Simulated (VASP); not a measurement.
Runs of VASP 6.6.1 on HfB. The structure is that of space group P6_3/mmc (No. 194), or close to it. The cells are those of the table. 

| cell | k mesh | gap on the mesh (eV) | pressure (GPa) |
| --- | --- | --- | --- |
| a = 4.116, b = 4.116, c = 4.791 Å, angles 90.0, 90.0, 120.0°, 4 atoms | 6 × 6 × 4 | none | (a) |
| a = 4.096, b = 4.096, c = 4.767 Å, angles 90.0, 90.0, 120.0°, 4 atoms | 6 × 6 × 4 | none | -0.2 |
| a = 4.075, b = 4.075, c = 4.743 Å, angles 90.0, 90.0, 120.0°, 4 atoms | 6 × 6 × 5 | none | 1.5 |
| a = 4.096, b = 4.096, c = 4.767 Å, angles 90.0, 90.0, 120.0°, 4 atoms | 7 × 7 × 4 | none | -0.1 |

Alike in all rows: task single point; level PBE; potentials or basis VASP PAW PBE potentials, release 64 (Hf_pv, B); no spin polarisation; cutoff (eV) 520; smearing fermi-dirac 0.1 eV.

Q: Estimate the missing entries.

A: (a) -2.0.

Caveats: spin-orbit coupling is left out, which moves the levels of the heavy elements.

A k mesh can miss the band edges, and the runs leave out spin-orbit coupling on Hf.

A gap of «none» marks levels without a gap at the run's occupations.
